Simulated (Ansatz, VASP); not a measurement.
## C: VASP beside Ansatz

```
C
1.0
     0.00000    1.78340    1.78340
     1.78340    0.00000    1.78340
     1.78340    1.78340    0.00000
C
2
Direct
  0.50000 0.50000 0.50000
  0.75000 0.75000 0.75000
```

Alike in both runs: task single point; functional LDA; k mesh 8 × 8 × 8; occupations gaussian, width 0.1 eV; no spin polarisation.

```csv
,VASP,Ansatz
version,VASP 6.6.1,Ansatz 0.2.0
potentials or method,"VASP PAW LDA potentials, release 64 (C_h), cutoff 910 eV","scalar-relativistic, plane waves, PAW"
valence electrons in the cell,8,8
```

|  | VASP | Ansatz | Ansatz less VASP |
| --- | --- | --- | --- |
| gap on the k mesh at the Fermi level (eV) | 4.10 | 4.11 | +0.005 |
| least direct gap on the mesh (eV) | 5.54 | 5.54 | -0.004 |

Ansatz warns that its potentials were made for another functional, while VASP's fit it. LDA's correlation is that of Perdew and Zunger in VASP and of Perdew and Wang (1992) in Ansatz.

Noted on VASP's run: the cutoff is short for stress, so the pressure is rough.
